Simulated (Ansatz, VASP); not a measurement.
Two plane-wave programs on In

```xyz
1
Lattice="-1.8119 1.8119 1.8825 1.8119 -1.8119 1.8825 1.9531 1.9531 -1.8825" Properties=species:S:1:pos:R:3 pbc="T T T"
In    0.0000    0.0000    0.0000
```

Change from the starting cell: strain +0.0750 x Voigt [0, 0, 0, 0, 0, 1], atoms carried along.

Alike in both runs: task single point; functional PBE; k mesh 18 × 18 × 18; occupations gaussian, width 0.15 eV; no spin polarisation.

|  | VASP | Ansatz |
| --- | --- | --- |
| version | VASP 6.6.1 | Ansatz 0.2.0 |
| potentials or method | VASP PAW PBE potentials, release 64 (In_d), cutoff 520 eV | scalar-relativistic, plane waves, PAW |
| valence electrons in the cell | 13 | 13 |

|  | VASP | Ansatz | Ansatz less VASP |
| --- | --- | --- | --- |
| gap on the k mesh at the Fermi level (eV) | none | none | - |
| pressure (GPa) | 1.5 | 1.7 | +0.18 |
| traceless stress, the component that is largest in VASP (GPa) | -0.92 | -0.92 | +0.007 |

A gap of «none» marks a metal or a gap that the smearing closes.
